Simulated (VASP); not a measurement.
A run of VASP 6.6.1 is set up as follows.

POSCAR

```
Cu
1.0
    0.0000000000      1.7881324404      1.7881324404
    1.7881324404      0.0000000000      1.7881324404
    1.7881324404      1.7881324404      0.0000000000
Cu
1
Direct
    0.0000000000      0.0000000000      0.0000000000
```

The input INCAR.step1:

```
ALGO     = Normal         # electronic algorithm
EDIFF    = 1E-4           # SCF threshold, eV
ENCUT    = 520            # plane-wave cutoff, eV
GGA      = PE             # functional
ISMEAR   = -1             # smearing method
LASPH    = T              # aspherical terms in the spheres
LCHARG   = F              # write CHGCAR
LREAL    = F              # projectors in reciprocal space
LWAVE    = T              # write WAVECAR
NBANDS   = 12             # bands
NELM     = 80             # most SCF steps
PREC     = Accurate       # precision mode
SIGMA    = 0.1            # smearing width, eV
```

The input INCAR.step2:

```
ALGO     = Normal         # electronic algorithm
EDIFF    = 1E-6           # SCF threshold, eV
ENCUT    = 520            # plane-wave cutoff, eV
ISIF     = 2              # what is computed and relaxed
ISMEAR   = -1             # smearing method
ISTART   = 1            
LASPH    = T              # aspherical terms in the spheres
LCHARG   = F              # write CHGCAR
LMIXTAU  = T            
LREAL    = F              # projectors in reciprocal space
LWAVE    = F              # write WAVECAR
METAGGA  = R2SCAN         # meta-GGA
NBANDS   = 12             # bands
NELM     = 80             # most SCF steps
PREC     = Accurate       # precision mode
SIGMA    = 0.1            # smearing width, eV
```

File KPOINTS:

```
k-points
0
Gamma
  25 25 25
```

Potentials or basis: VASP PAW PBE potentials, release 64 (Cu).

Run with:

```sh
$ cat potpaw_PBE.64/Cu/POTCAR > POTCAR
$ cp INCAR.step1 INCAR
$ mpirun -np 1 vasp_std > vasp.out
$ cp INCAR.step2 INCAR
$ mpirun -np 1 vasp_std > vasp.out
```

What does it give for the pressure?

0.6 GPa.

Caveat: the PAW data sets were made with another functional, which shifts forces and pressure a little.
